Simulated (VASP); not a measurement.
Here is a VASP 6.6.1 calculation.

The input POSCAR:

```
Ba
1.0
   -2.5288412995      2.5288412995      2.4675481612
    2.5288412995     -2.5288412995      2.4675481612
    2.5288412995      2.5288412995     -2.4675481612
Ba
1
Direct
    0.0000000000      0.0000000000      0.0000000000
```

The input INCAR.step1:

```
SYSTEM = Ba
ALGO = Normal
EDIFF = 1E-4
ENCUT = 520
GGA = PE
ISMEAR = 0
LASPH = .TRUE.
LCHARG = .FALSE.
LREAL = .FALSE.
LWAVE = .TRUE.
NBANDS = 11
NELM = 100
PREC = Accurate
SIGMA = 0.1
```

File INCAR.step2:

```
SYSTEM = Ba
ALGO = Normal
EDIFF = 1E-6
ENCUT = 520
ISIF = 2
ISMEAR = 0
ISTART = 1
LASPH = .TRUE.
LCHARG = .TRUE.
LELF = .TRUE.
LMIXTAU = .TRUE.
LREAL = .FALSE.
LVHAR = .TRUE.
LWAVE = .FALSE.
METAGGA = R2SCAN
NBANDS = 11
NELM = 100
PREC = Accurate
SIGMA = 0.1
```

KPOINTS

```
k-points
0
G
  8 8 8
  0 0 0
```

Potentials or basis: VASP PAW PBE potentials, release 64 (Ba_sv).

The run is started by

```sh
$ cat potpaw_PBE.64/Ba_sv/POTCAR > POTCAR
$ cp INCAR.step1 INCAR
$ mpirun -np 1 vasp_std > vasp.out
$ cp INCAR.step2 INCAR
$ mpirun -np 1 vasp_std > vasp.out
```

(1) Predict the pressure.

(2) Estimate the band gap on the k mesh.

Results:

(1) 0.3 GPa.

(2) zero (bands 5 and 6 overlap by 1.14 eV).

Caveat: the PAW data sets were made with another functional, which shifts forces and pressure a little; spin-orbit coupling is left out, which moves the levels of the heavy elements.
